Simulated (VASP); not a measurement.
Set up this calculation in VASP 6.6.1, as the native input.

```
Task                   : single point
Functional             : PBE
Potentials or basis    : VASP PAW PBE potentials, release 64 (Mn_pv)
Cutoff                 : 520 eV
k mesh                 : 12 × 12 × 7
Occupations            : fermi-dirac, width 0.05 eV
Spin                   : collinear spin, zero start
Starting moments       : [0.0, 0.0] μB
Fixed moment           : 0 μB
Dipole correction      : no
Further INCAR settings : ALGO = Normal; EDIFF = 1e-06; NBANDS = 24
```

The structure of Mn lies in POSCAR:

```
Mn
1.0
    2.4836457705      0.0000000000      0.0000000000
   -1.2418228853      2.1509003313      0.0000000000
    0.0000000000      0.0000000000      4.0261950000
Mn
2
Direct
    0.3333333333      0.6666666667      0.2500000000
    0.6666666667      0.3333333333      0.7500000000
```

The input as run:

INCAR

```
PREC     = Accurate       # precision mode
ENCUT    = 520            # plane-wave cutoff, eV
EDIFF    = 1E-6           # SCF threshold, eV
ISMEAR   = -1             # smearing method
SIGMA    = 0.05           # smearing width, eV
LREAL    = False          # projectors in reciprocal space
LASPH    = True           # aspherical terms in the spheres
NELM     = 150            # most SCF steps
ALGO     = Normal         # electronic algorithm
ISIF     = 2              # what is computed and relaxed
LWAVE    = False          # write WAVECAR
LCHARG   = True           # write CHGCAR
ISPIN    = 2              # spin polarisation
MAGMOM   = 0 0            # initial moments
LORBIT   = 11             # projections on sites
NUPDOWN  = 0.0            # fixed moment
LMAXMIX  = 4              # l up to which the mixer works
GGA      = PE             # functional
LELF     = True           # ELF
LVHAR    = True         
NBANDS   = 24             # bands
```

KPOINTS

```
regular mesh
0
Gamma
  12 12 7
```

Potentials or basis: VASP PAW PBE potentials, release 64 (Mn_pv).

Command:

```sh
$ cat potpaw_PBE.64/Mn_pv/POTCAR > POTCAR
$ mpirun -np 1 vasp_std > vasp.out
```

It gave:

| Quantity | Value |
| --- | --- |
| Pressure | -1.3 GPa |
| Net moment | 0.00 μB per cell |
| Valence electrons inside the program's atomic spheres | Mn 11.98 |

Caveat: the total moment is fixed, so each spin has its own Fermi level.

It took 33 s on 1 thread of AMD EPYC 9R14 (Zen 4), with other jobs on the host, peak memory 0.14 GiB.
